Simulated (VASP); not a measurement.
# Be2Sb (P4/nmm) in VASP: a series of runs, part 2 of 2

VASP 6.6.1. The steps go on from the part before.

### Step 3. Relaxation of cell and atoms, PBEsol

This run uses another cell than the first one, of 12.96 Å³/atom.

Input file INCAR:

```
ALGO     = Normal         # electronic algorithm
EDIFF    = 1E-6           # SCF threshold, eV
EDIFFG   = -0.03          # ionic threshold
ENCUT    = 600            # plane-wave cutoff, eV
GGA      = PS             # functional
IBRION   = 2              # ionic algorithm
ISIF     = 3              # what is computed and relaxed
ISMEAR   = -1             # smearing method
LASPH    = T              # aspherical terms in the spheres
LCHARG   = F              # write CHGCAR
LREAL    = F              # projectors in reciprocal space
LWAVE    = F              # write WAVECAR
NELM     = 100            # most SCF steps
NSW      = 60             # ionic steps
PREC     = Accurate       # precision mode
SIGMA    = 0.0317         # smearing width, eV
```

Input file KPOINTS:

```
k-points
0
Gamma
  8 8 5
```

Input file POSCAR:

```
Be2Sb
1.0
    3.7072060000      0.0000000000      0.0000000000
    0.0000000000      3.7072060000      0.0000000000
    0.0000000000      0.0000000000      5.6564610000
Be Sb
4 2
Direct
    0.0000000000      0.0000000000      0.0000000000
    0.5000000000      0.5000000000      0.0000000000
    0.0000000000      0.5000000000      0.2700000000
    0.5000000000      0.0000000000      0.7300000000
    0.0000000000      0.5000000000      0.7000000000
    0.5000000000      0.0000000000      0.3000000000
```

Potentials or basis: VASP PAW PBE potentials, release 64 (Be, Sb).

The run is started by

```console
cat potpaw_PBE.64/Be/POTCAR potpaw_PBE.64/Sb/POTCAR > POTCAR
mpirun -np 1 vasp_std > vasp.out
```

OUTCAR:

```text
EDIFF = 1E-6
   EDIFFG = -0.03
   ENCUT = 600
   GGA = PS
   IBRION = 2
   ISIF = 3
   ISMEAR = -1
   LASPH = T
   LREAL = F
   NELM = 100
   NSW = 60
   PREC = Accurate

 ion  position               nearest neighbor table
   1  0.000  0.000  0.000-   5 2.51   6 2.51   5 2.51   6 2.51
   2  0.500  0.500  0.000-   5 2.51   6 2.51   6 2.51   5 2.51
   3  0.000  0.500  0.270-   5 2.43   6 2.63   6 2.63   6 2.63   6 2.63
   4  0.500  0.000  0.730-   6 2.43   5 2.63   5 2.63   5 2.63   5 2.63
   5  0.000  0.500  0.700-   3 2.43   2 2.51   1 2.51   1 2.51   2 2.51   4 2.63   4 2.63   4 2.63
                             4 2.63   6 3.46   6 3.46   6 3.46   6 3.46
   6  0.500  0.000  0.300-   4 2.43   2 2.51   1 2.51   2 2.51   1 2.51   3 2.63   3 2.63   3 2.63
                             3 2.63   5 3.46   5 3.46   5 3.46   5 3.46

  LATTYP: Found a simple tetragonal cell.
 ALAT       =     3.7072060000
 C/A-ratio  =     1.5258016415

  Lattice vectors:

 A1 = (   3.7072060000,   0.0000000000,   0.0000000000)
 A2 = (   0.0000000000,   3.7072060000,   0.0000000000)
 A3 = (   0.0000000000,   0.0000000000,   5.6564610000)

Analysis of symmetry for initial positions (statically):
=====================================================================
 Subroutine PRICEL returns:
 Original cell was already a primitive cell.

 Routine SETGRP: Setting up the symmetry group for a
 simple tetragonal supercell.

 Subroutine GETGRP returns: Found 16 space group operations
 (whereof  8 operations were pure point group operations)
 out of a pool of 16 trial point group operations.

The static configuration has the point symmetry D_2d.
 The point group associated with its full space group is D_4h.

Analysis of symmetry for dynamics (positions and initial velocities):
=====================================================================
 Subroutine PRICEL returns:
 Original cell was already a primitive cell.

 Routine SETGRP: Setting up the symmetry group for a
 simple tetragonal supercell.

 Subroutine GETGRP returns: Found 16 space group operations
 (whereof  8 operations were pure point group operations)
 out of a pool of 16 trial point group operations.

The dynamic configuration has the point symmetry D_2d.
 The point group associated with its full space group is D_4h.

 Subroutine INISYM returns: Found 16 space group operations
 (whereof  8 operations are pure point group operations),
 and found     1 'primitive' translations

----------------------------------------------------------------------------------------

                                     Primitive cell

  volume of cell :      77.7389

  direct lattice vectors                    reciprocal lattice vectors
     3.707206000  0.000000000  0.000000000     0.269744924  0.000000000  0.000000000
     0.000000000  3.707206000  0.000000000     0.000000000  0.269744924  0.000000000
     0.000000000  0.000000000  5.656461000     0.000000000  0.000000000  0.176788985

  length of vectors
     3.707206000  3.707206000  5.656461000     0.269744924  0.269744924  0.176788985

  position of ions in fractional coordinates (direct lattice)
     0.000000000  0.000000000  0.000000000
     0.500000000  0.500000000  0.000000000
     0.000000000  0.500000000  0.270000000
     0.500000000  0.000000000  0.730000000
     0.000000000  0.500000000  0.700000000
     0.500000000  0.000000000  0.300000000

  ion indices of the primitive-cell ions
   primitive index   ion index
[... 82 lines left out ...]
   IBRION =      2    ionic relax: 0-MD 1-quasi-New 2-CG
   NFREE  =      1    steps in history (QN), initial steepest desc. (CG)
   ISIF   =      3    stress and relaxation
   ISYM   =      2    0-nonsym 1-usesym 2-fastsym
   POTIM  = 0.5000    time-step for ionic-motion
   TEBEG  =    0.0;   TEEND  =   0.0 temperature during run
   PSTRESS=    0.0 pullay stress
   NELECT =      18.0000    total number of electrons
   NUPDOWN=      -1.0000    fix difference up-down
   EMIN   =  10.00;   EMAX   =-10.00  energy-range for DOS
   EFERMI =   0.00;   METHOD = LEGACY
   ISMEAR =    -1;   SIGMA  =   0.03  broadening in eV -4-tet -1-fermi 0-gaus
   EFERMI_NEDOS =   21; number of points for ismear=-14 and -15
   IALGO  =     38    algorithm
   IMIX   =      4    mixing-type and parameters
     AMIX     =   0.40;   BMIX     =  1.00
     AMIX_MAG =   1.60;   BMIX_MAG =  1.00
  volume/ion in A,a.u.               =      12.96        87.43
  Fermi-wavevector in a.u.,A,eV,Ry     =   1.005278  1.899700 13.749833  1.010584
  Thomas-Fermi vector in A             =   2.137947
   LORBIT       =      0    0 simple, 1 ext, 2 COOP (PROOUT), +10 PAW based schemes
   GGA     = PS    functional components
   LHFCALC =     F    Hartree Fock is set to
   AEXX    =    0.0000 exact exchange contribution
   IVDW    =     0    specifies the selected vdW correction
   LEPSILON=     F    determine dielectric tensor
   LRPA    =     F    only Hartree local field effects (RPA)
 conjugate gradient relaxation of ions
 non-spin polarized calculation
  energy-cutoff  :      600.00
  volume of cell :       77.74
 maximum number of plane-waves:      2623
 NGX is ok and might be reduce to    30
   NGX = 15   NGY = 15   NGZ = 23

--------------------------------------- Ionic step        1  -------------------------------------------

 number of electron      18.0000000 magnetization

 Free energy of the ion-electron system (eV)
  ---------------------------------------------------
  ext. energy  EPLUGINS =         0.00000000
  ---------------------------------------------------
  free energy    TOTEN  =       -21.97308369 eV

  energy without entropy =      -21.96685710  energy(sigma->0) =      -21.96997040

------------------------ aborting loop because EDIFF is reached ----------------------------------------

  FORCE on cell =-STRESS in cart. coord.  units (eV):
  Direction    XX          YY          ZZ          XY          YZ          ZX
  --------------------------------------------------------------------------------------
  -------------------------------------------------------------------------------------
  Total        5.0141650      5.0141650      9.2516127      0.0000000      0.0000000      0.0000000
  in kB      103.3405968    103.3405968    190.6732584      0.0000000      0.0000000      0.0000000
  external PRESSURE =     132.4514840 kB  Pullay stress =       0.0000000 kB
[... 101 lines left out ...]
  FREE ENERGIE OF THE ION-ELECTRON SYSTEM (eV)
  ---------------------------------------------------
  free  energy   TOTEN  =       -22.4476806129 eV

  energy  without entropy=      -22.4419407124  energy(sigma->0) =      -22.44481066

[... ionic steps 4 to 9 ...]

--------------------------------------- Ionic step       10  -------------------------------------------

 number of electron      17.9999999 magnetization

------------------------ aborting loop because EDIFF is reached ----------------------------------------
[... 75 lines left out ...]
--------------------------------------- Ionic step       12  -------------------------------------------

 number of electron      17.9999999 magnetization

 Free energy of the ion-electron system (eV)
  ---------------------------------------------------
  ext. energy  EPLUGINS =         0.00000000
  ---------------------------------------------------
  free energy    TOTEN  =       -22.74680075 eV

  energy without entropy =      -22.74039005  energy(sigma->0) =      -22.74359540

 E-fermi :   8.3264     XC(G=0): -10.4901

 val. band max:        8.2981041868   @ k =   0.1250   0.1250   0.2000
 cond. band min:       8.3433975262   @ k =   0.3750   0.3750   0.2000
 fundamental gap:      0.0452933394
 Fermi energy:         8.3263913815

 k-point     1 :       0.0000    0.0000    0.0000
  band No.  band energies     occupation
      1      -4.7564      2.00000
      2      -2.3329      2.00000
      3       0.3583      2.00000
      4       5.2010      2.00000
      5       5.2010      2.00000
      6       6.8547      2.00000
      7       7.9971      1.99994
      8       7.9971      1.99994
      9       9.4609      0.00000
     10       9.6082      0.00000
     11       9.9263      0.00000
     12      10.0676      0.00000
     13      10.0921      0.00000
[... 354 lines left out ...]
  band No.  band energies     occupation
      1      -2.2895      2.00000
      2      -2.2895      2.00000
      3       1.2372      2.00000
      4       1.2372      2.00000
      5       3.8666      2.00000
      6       3.8666      2.00000
      7       6.6586      2.00000
      8       6.6586      2.00000
      9       8.7398      0.00000
     10       8.7398      0.00000
     11       9.9138      0.00000
     12       9.9138      0.00000
     13      11.9828      0.00000

 [... further k-points ...]
[... 5 lines left out ...]
  --------------------------------------------------------------------------------------
  -------------------------------------------------------------------------------------
  Total       -0.0108812     -0.0108812      0.1212080      0.0000000      0.0000000      0.0000000
  in kB       -0.2039289     -0.2039289      2.2716063      0.0000000      0.0000000      0.0000000
  external PRESSURE =       0.6212495 kB  Pullay stress =       0.0000000 kB
[... 21 lines left out ...]
  FREE ENERGIE OF THE ION-ELECTRON SYSTEM (eV)
  ---------------------------------------------------
  free  energy   TOTEN  =       -22.7468007502 eV

  energy  without entropy=      -22.7403900496  energy(sigma->0) =      -22.74359540

 reached required accuracy - stopping structural energy minimisation
```

It took 9.1 min on 1 thread of AMD EPYC 7R13, shared host; peak memory 0.21 GiB.

Results:

| Quantity | Value |
| --- | --- |
| Free energy | -22.7468 eV |
| Relaxed volume | 14.25 Å³/atom |
| Relaxed cell | a = 3.641 Å, b = 3.641 Å, c = 6.448 Å, α = 90.00°, β = 90.00°, γ = 90.00° |
| Space group after relaxing (to 0.1 Å) | P4/nmm (No. 129) |
| Energy gained by relaxing | 129.0 meV/atom |
| Ionic steps | 12 |
| Pressure after relaxing | 0.1 GPa |
| Largest force after relaxing | 0.027 eV/Å |
| Band gap on the k mesh | zero (bands 9 and 10 overlap by 4.04 eV) |

Forces in eV/Å, atoms in the order of the input:
```
Be   0.000  0.000  0.000
Be   0.000  0.000  0.000
Be   0.000  0.000 -0.008
Be   0.000  0.000  0.008
Sb   0.000  0.000  0.027
Sb   0.000  0.000 -0.027
```

Stress tensor (GPa, compression positive):
```
-0.02  0.00  0.00
 0.00 -0.02  0.00
 0.00  0.00  0.23
```

Step by step:
```tsv
step	energy change (eV)	largest force (eV/Å)	pressure (GPa)	volume (Å³)
1	0.0000	0.8102	13.25	77.74
2	-0.4631	0.4964	-3.22	90.39
3	-0.4746	0.5275	-1.37	88.40
4	-0.5579	0.4694	-1.17	87.75
5	-0.7159	0.3606	-0.10	85.67
6	-0.5148	0.7110	6.13	80.87
7	-0.7543	0.2526	0.96	84.58
8	-0.7667	0.1314	-0.80	86.24
9	-0.7667	0.1354	-0.75	86.18
10	-0.7732	0.0392	-0.02	85.54
11	-0.7732	0.0369	0.00	85.51
12	-0.7737	0.0266	0.06	85.49
```

Final structure:
```cif
data_structure
_symmetry_space_group_name_H-M 'P 1'
_symmetry_Int_Tables_number 1
_cell_length_a 3.6412
_cell_length_b 3.6412
_cell_length_c 6.4481
_cell_angle_alpha 90.000
_cell_angle_beta 90.000
_cell_angle_gamma 90.000
_cell_volume 85.49
loop_
_atom_site_label
_atom_site_type_symbol
_atom_site_fract_x
_atom_site_fract_y
_atom_site_fract_z
_atom_site_occupancy
Be1 Be 0.00000 0.00000 0.00000 1
Be2 Be 0.50000 0.50000 0.00000 1
Be3 Be 0.00000 0.50000 0.22851 1
Be4 Be 0.50000 0.00000 0.77149 1
Sb1 Sb 0.00000 0.50000 0.67618 1
Sb2 Sb 0.50000 0.00000 0.32382 1
```

Caveat: the PAW data sets were made with another functional, which shifts forces and pressure a little; spin-orbit coupling is left out, which moves the levels of the heavy elements.
